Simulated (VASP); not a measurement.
Here is a VASP 6.6.1 calculation.

File INCAR:

```
ALGO = Normal
EDIFF = 1E-6
ENCUT = 520
GGA = PE
ISIF = 2
ISMEAR = 0
LASPH = T
LCHARG = T
LELF = T
LREAL = F
LVHAR = T
LWAVE = F
NBANDS = 20
NELM = 80
PREC = Accurate
SIGMA = 0.01
```

Contents of KPOINTS:

```
k-points
0
Gamma
  6 6 6
```

POSCAR

```
SnO2
1.0
    0.0000000000      2.5334669705      2.5334669705
    2.5334669705      0.0000000000      2.5334669705
    2.5334669705      2.5334669705      0.0000000000
Sn O
1 2
Direct
    0.0000000000      0.0000000000      0.0000000000
    0.2500000000      0.2500000000      0.2500000000
    0.7500000000      0.7500000000      0.7500000000
```

Potentials or basis: VASP PAW PBE potentials, release 64 (Sn_d, O).

Command:

```console
$ cat potpaw_PBE.64/Sn_d/POTCAR potpaw_PBE.64/O/POTCAR > POTCAR
$ mpirun -np 1 vasp_std > vasp.out
```

(1) What does it give for the band gap on the k mesh?

(2) Predict the pressure.

Answers

(1) 0.30 eV, indirect (least direct gap 1.68 eV).

(2) 10.0 GPa.

Caveat: spin-orbit coupling is left out, which moves the levels of the heavy elements.
